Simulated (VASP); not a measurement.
# Mg: single point with RPBE+D3(BJ)

Crystal: Mg.

```
Mg
1.0
     0.00000    2.28827    2.28827
     2.28827    0.00000    2.28827
     2.28827    2.28827    0.00000
Mg
1
Cartesian
  0.0000 0.0000 0.0000
```

This cell differs from its parent crystal: volume scaled by 1.06.

```
Program             : VASP 6.6.1
Task                : single point
Functional          : RPBE
Dispersion          : D3(BJ)
Potentials or basis : VASP PAW PBE potentials, release 64 (Mg)
Cutoff              : 520 eV
k mesh              : 10 × 10 × 10
Occupations         : gaussian, width 0.15 eV
Spin                : no spin polarisation
```

The pressure is -13.2 GPa. The band gap on the k mesh is zero (band 1 reaches 3.33 eV, above the bottom of band 2 at 1.25 eV). The dispersion energy per atom is -1.190 eV.

Levels at points of the mesh, in eV from the Fermi level:
| k point | band 1 | band 2 | band 3 | band 4 |
| --- | --- | --- | --- | --- |
| (0.00, 0.00, 0.00) | -6.81 | 12.04 | 12.04 | 12.04 |
| (0.50, 0.00, 0.00) | -1.73 | -1.33 | 10.97 | 10.97 |
| (0.50, 0.50, 0.00) | -0.29 | 0.71 | 5.91 | 6.68 |

It took 17 s on 1 thread of AMD EPYC 7R13, on a shared host, peak memory 0.12 GiB.

Caveat: the PAW data sets were made with another functional, which shifts forces and pressure a little; pairwise dispersion overbinds metals, which lowers pressure and volume.
